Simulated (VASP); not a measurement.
A run of VASP 6.6.1 is set up as follows.

File INCAR:

```
SYSTEM = SiW
PREC = Accurate
ENCUT = 520
EDIFF = 1E-6
ISMEAR = -1
SIGMA = 0.05
LREAL = .FALSE.
LASPH = .TRUE.
NELM = 80
ALGO = Normal
ISIF = 2
LWAVE = .FALSE.
LCHARG = .FALSE.
GGA = CA
NBANDS = 16
```

The input KPOINTS:

```
Automatic mesh
0
G
  13 13 13
  0 0 0
```

The input POSCAR:

```
SiW
1.0
    3.0130646200      0.0000000000      0.0000000000
    0.0000000000      3.0130646200      0.0000000000
    0.0000000000      0.0000000000      3.0130646200
W Si
1 1
Direct
    0.0000000000      0.0000000000      0.0000000000
    0.5000000000      0.5000000000      0.5000000000
```

Potentials or basis: VASP PAW LDA potentials, release 64 (W_sv, Si).

Command:

```sh
$ cat potpaw_LDA.64/W_sv/POTCAR potpaw_LDA.64/Si/POTCAR > POTCAR
$ mpirun -np 1 vasp_std > vasp.out
```

Task: What does it give for the band gap on the k mesh?

Result: Zero (bands 9 and 10 overlap by 3.57 eV).

Task: Estimate the pressure.

Result: 1.1 GPa.

Caveat: spin-orbit coupling is left out, which moves the levels of the heavy elements.
